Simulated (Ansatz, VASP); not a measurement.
**One calculation of ZrB, two programs**

POSCAR

```
ZrB
1.0
    0.0000000000      2.3250000000      2.3250000000
    2.3250000000      0.0000000000      2.3250000000
    2.3250000000      2.3250000000      0.0000000000
Zr B
1 1
Direct
    0.0000000000      0.0000000000      0.0000000000
    0.5000000000      0.5000000000      0.5000000000
```

INCAR.step1

```
SYSTEM = ZrB
ALGO = Normal
EDIFF = 1E-4
ENCUT = 520
GGA = PE
GGA_COMPAT = .False.
ISMEAR = -1
LASPH = .True.
LCHARG = .False.
LMAXMIX = 4
LREAL = .False.
LSORBIT = .True.
LWAVE = .True.
MAGMOM = 0 0 0 0 0 0
NBANDS = 27
NELM = 150
PREC = Accurate
SIGMA = 0.05
```

The input INCAR.step2:

```
SYSTEM = ZrB
ALGO = Normal
EDIFF = 1E-6
ENCUT = 520
GGA_COMPAT = .False.
ISIF = 2
ISMEAR = -1
ISTART = 1
LASPH = .True.
LCHARG = .False.
LMAXMIX = 4
LMIXTAU = .True.
LORBIT = 11
LORBMOM = .True.
LREAL = .False.
LSORBIT = .True.
LWAVE = .False.
MAGMOM = 0 0 0 0 0 0
METAGGA = R2SCAN
NBANDS = 27
NELM = 150
PREC = Accurate
SIGMA = 0.05
```

The input KPOINTS:

```
k-points
0
Gamma
  7 7 7
  0 0 0
```

The input input.yaml:

```yaml
crystal:
  lattice:
    - [0.0, 2.325, 2.325]
    - [2.325, 0.0, 2.325]
    - [2.325, 2.325, 0.0]
  atoms:
    - { symbol: Zr, position: [0.0, 0.0, 0.0] }
    - { symbol: B, position: [0.5, 0.5, 0.5] }
hamiltonian:
  xc: r2scan
  pseudopotentials: { kind: paw_fr }
magnetization:
  noncollinear: true
  spin_orbit: true
kpoints:
  mp_grid: { grid: [7, 7, 7] }
  band_path:
    path:
      - [[0.0, 0.0, 0.0], [0.5, 0.0, 0.5], [0.5, 0.25, 0.75], [0.375, 0.375, 0.75], [0.0, 0.0, 0.0], [0.5, 0.5, 0.5], [0.625, 0.25, 0.625], [0.5, 0.25, 0.75], [0.5, 0.5, 0.5], [0.375, 0.375, 0.75]]
      - [[0.625, 0.25, 0.625], [0.5, 0.0, 0.5]]
    npoints: 14
scf:
  occupations: { method: fermi_dirac, width: 0.05 }
  n_extra_bands: 6
output:
  forces: true
  stress: true
  eigenvalues: true
  fatbands: true
  write_density: true
  write_potential: true
  elf: true
  volumetric_format: npy
```

Alike in both runs: functional r2SCAN; k mesh 7 × 7 × 7; occupations fermi-dirac, width 0.05 eV; non-collinear spin, spin-orbit coupling.

```csv
,VASP,Ansatz
version,VASP 6.6.1,Ansatz 0.2.0
potentials or method,"VASP PAW PBE potentials, release 64 (Zr_sv, B)",Ansatz PAW
plane-wave cutoff (eV),520,500
valence electrons in the cell,15,15
task,single point,band structure
```

```csv
,VASP,Ansatz,Ansatz less VASP
net moment per atom (μB),0.00,0.00,0.000
```

VASP's potentials were made for PBE, not for r2SCAN. With one functional, cell and mesh, what is left measures potentials, basis and numerics.
